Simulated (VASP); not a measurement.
NaAu:

```
Na Au
1.0
     5.43262    0.00000    0.00000
    -2.71631    4.70479    0.00000
     0.00000    0.00000    4.38314
Na Au
3 3
Direct
  0.50000 0.00000 0.00000
  0.50000 0.50000 0.00000
  0.00000 0.50000 0.00000
  0.00000 0.00000 0.00000
  0.33333 0.66667 0.50000
  0.66667 0.33333 0.50000
```

| Item | Value |
| --- | --- |
| Program | VASP 6.6.1 |
| Task | relaxation of cell and atoms |
| Functional | PBE |
| Potentials or basis | VASP PAW PBE potentials, release 64 (Na_pv, Au) |
| Cutoff | 600 eV |
| k mesh | 6 × 6 × 4 |
| Occupations | gaussian, width 0.1 eV |
| Spin | no spin polarisation |

At the start: pressure 16.4 GPa; volume 18.67 Å³/atom.

Problem. How do energy, volume and symmetry change on relaxing?

Solution. Over 13 steps the energy falls by 349.9 meV/atom and the volume is 29.58 Å³/atom (+58.4 %); space group P6/mmm (No. 191, to 0.1 Å) before and after.

Step by step:
```tsv
step	energy change (eV)	largest force (eV/Å)	pressure (GPa)	volume (Å³)
1	0.0000	0.0000	16.44	112.03
2	-1.6629	0.0000	2.32	146.04
3	-1.7409	0.0000	0.90	154.28
4	-1.7168	0.0000	-1.02	171.67
5	-1.7567	0.0000	0.01	161.17
6	-1.7567	0.0000	0.13	160.06
7	-1.8324	0.0000	0.18	161.44
8	-2.0039	0.0000	0.51	164.93
9	-2.0156	0.0000	1.43	168.69
10	-2.0707	0.0000	1.04	167.81
11	-2.0953	0.0000	-0.19	180.90
12	-2.0978	0.0000	0.07	177.66
13	-2.0993	0.0000	0.05	177.50
```

Final structure:
```xyz
6
Lattice="6.8997 0.0000 0.0000 -3.4499 5.9753 0.0000 0.0000 0.0000 4.3053" Properties=species:S:1:pos:R:3 pbc="T T T"
Na    3.4499    0.0000    4.3053
Na    1.7249    2.9877    4.3053
Na   -1.7249    2.9877    4.3053
Au    0.0000    0.0000    4.3053
Au    0.0000    3.9835    2.1527
Au    3.4499    1.9918    2.1527
```

Caveat: the volume moved by over 15 % at a fixed basis, so the end points are rough.
